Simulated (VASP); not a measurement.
Input of a VASP 6.6.1 run:

INCAR

```
  PREC = Accurate
  ENCUT = 520
  EDIFF = 1E-7
  ISMEAR = -1
  SIGMA = 0.1
  LREAL = F
  LASPH = T
  NELM = 80
  ALGO = Normal
  ISIF = 2
  LWAVE = F
  LCHARG = T
  GGA = RP
  LELF = T
  LVHAR = T
  NBANDS = 22
```

File KPOINTS:

```
regular mesh
0
Gamma
  17 17 9
```

File POSCAR:

```
Bi
1.0
    3.4246596613      0.0000000000      0.0000000000
   -1.7123298307      2.9658422660      0.0000000000
    0.0000000000      0.0000000000      5.6354881965
Bi
2
Direct
    0.3333333333      0.6666666667      0.2500000000
    0.6666666667      0.3333333333      0.7500000000
```

Potentials or basis: VASP PAW PBE potentials, release 64 (Bi_d).

Run with:

```console
$ cat potpaw_PBE.64/Bi_d/POTCAR > POTCAR
$ mpirun -np 1 vasp_std > vasp.out
```

(1) Predict the band gap on the k mesh.

(2) Predict the pressure.

Results:

(1) zero (bands 15 and 16 overlap by 7.18 eV).

(2) 8.3 GPa.

Caveat: the cell stands under pressure; the PAW data sets were made with another functional, which shifts forces and pressure a little; spin-orbit coupling is left out, which moves the levels of the heavy elements.
